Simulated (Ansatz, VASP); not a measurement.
**Two plane-wave programs on LiF**

```
CELL_PARAMETERS angstrom
0.00000 2.02134 2.02134
2.02134 0.00000 2.02134
2.02134 2.02134 0.00000
ATOMIC_POSITIONS crystal
Li 0.00000 0.00000 0.00000
F 0.50000 0.50000 0.50000
```

Alike in both runs: task single point; functional HSE06; k mesh 4 × 4 × 4; occupations fermi-dirac, width 0.05 eV; no spin polarisation.

|  | VASP | Ansatz |
| --- | --- | --- |
| version | VASP 6.6.1 | Ansatz 0.2.0 development build |
| potentials or method | VASP PAW PBE potentials, release 64 (Li_sv, F) | plane waves, PAW datasets (generated soft set 1) |
| plane-wave cutoff (eV) | 520 | 420 |
| valence electrons in the cell | 10 | 10 |

```csv
,VASP,Ansatz,Ansatz less VASP
gap on the k mesh at the Fermi level (eV),11.29,11.30,+0.012
```

The functional is the same, so the differences come from potentials, cutoffs and numerics. Ansatz's warnings: stress exchange threshold loose, stress scf threshold loose.

The k mesh is coarse, so the values compare programs but aren't converged. Noted on VASP's run: the cutoff is short for stress, so the pressure is rough.
